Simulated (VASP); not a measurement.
A run of VASP 6.6.1 is set up as follows.

File INCAR:

```
SYSTEM = C
ALGO = Normal
EDIFF = 1E-6
ENCUT = 520
GGA = PE
ISIF = 2
ISMEAR = 0
LASPH = .True.
LCHARG = .False.
LREAL = .False.
LWAVE = .False.
NBANDS = 26
NELM = 60
PREC = Accurate
SIGMA = 0.05
```

The input KPOINTS:

```
k-points
0
Gamma
  12 12 4
  0 0 0
```

POSCAR

```
C
1.0
    2.5810158241      0.0000000000      0.0000000000
   -1.2905079120      2.2352252712      0.0000000000
    0.0000000000      0.0000000000      8.5123092337
C
8
Direct
   -0.0027514005     -0.0055028011      0.0929732494
   -0.0027514005     -0.0055028011      0.5929732494
   -0.0027514005     -0.0055028011      0.4070267506
   -0.0027514005     -0.0055028011      0.9070267506
    0.3360847339      0.6721694677      0.1555299995
    0.6694180672      0.3388361344      0.6555299995
    0.3360847339      0.6721694677      0.3444700005
    0.6694180672      0.3388361344      0.8444700005
```

Potentials or basis: VASP PAW PBE potentials, release 64 (C).

Command:

```bash
$ cat potpaw_PBE.64/C/POTCAR > POTCAR
$ mpirun -np 1 vasp_std > vasp.out
```

Task: Predict the largest force.

Result: 0.666 eV/Å.

Task: Predict the band gap on the k mesh.

Result: 4.27 eV (least direct gap 5.01 eV).

Task: What does it give for the pressure?

Result: -27.4 GPa.

Stress tensor (GPa, compression positive):
```
-27.38   0.00   0.00
  0.00 -27.19   0.00
  0.00   0.00 -27.61
```

Caveat: the cell differs from its parent crystal (atoms displaced along a vibrational mode, the cell strained); the cell stands under tension. A k mesh can miss the band edges.
